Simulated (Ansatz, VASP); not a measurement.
## Y in VASP and in Ansatz

The input INCAR:

```
ALGO = Normal
EDIFF = 1E-6
ENCUT = 520
GGA = CA
ISIF = 2
ISMEAR = -1
LASPH = True
LCHARG = False
LREAL = False
LWAVE = False
NBANDS = 18
NELM = 60
PREC = Accurate
SIGMA = 0.05
```

File KPOINTS:

```
k-points
0
Gamma
  8 8 5
```

Contents of POSCAR:

```
Y
1.0
    3.6953976095      0.0000000000      0.0000000000
   -1.8476988047      3.2003082069      0.0000000000
    0.0000000000      0.0000000000      5.8060112795
Y
2
Direct
    0.6666666667      0.3333333333      0.7500000000
    0.3333333333      0.6666666667      0.2500000000
```

File input.yaml:

```yaml
crystal:
  lattice:
    - [3.6953976095, 0.0, 0.0]
    - [-1.8476988047, 3.2003082069, 0.0]
    - [0.0, 0.0, 5.8060112795]
  atoms:
    - { symbol: "Y", position: [0.6666666667, 0.3333333333, 0.75] }
    - { symbol: "Y", position: [0.3333333333, 0.6666666667, 0.25] }
kpoints:
  mp_grid: { grid: [8, 8, 5] }
scf:
  occupations: { method: fermi_dirac, width: 0.05 }
hamiltonian:
  xc: lda
  pseudopotentials: { kind: all_electron, lapw: { basis_error: 0.001 } }
output:
  forces: true
  stress: true
  eigenvalues: true
```

Change from the starting cell: volume scaled by 1.04.

Alike in both runs: task single point; functional LDA; k mesh 8 × 8 × 5; occupations fermi-dirac, width 0.05 eV; no spin polarisation.

|  | VASP | Ansatz |
| --- | --- | --- |
| version | VASP 6.6.1 | Ansatz 0.2.0 |
| potentials or method | VASP PAW LDA potentials, release 64 (Y_sv), cutoff 520 eV | all-electron LAPW, scalar-relativistic |

Ansatz gave:

| Item | Value |
| --- | --- |
| gap on the k mesh at the Fermi level (eV) | none |
| pressure (GPa) | -5.0 |
| traceless stress, the component that is largest in VASP (GPa) | -0.35 |

Task: Which values does VASP return?

Result: gap on the k mesh at the Fermi level (eV): none; pressure (GPa): -5.1; traceless stress, the component that is largest in VASP (GPa): -0.34.

LDA's correlation is that of Perdew and Zunger in VASP and of Perdew and Wang (1992) in Ansatz. A gap of «none» marks a metal or a gap that the smearing closes. Ansatz ran all-electron here, and VASP with PAW potentials.
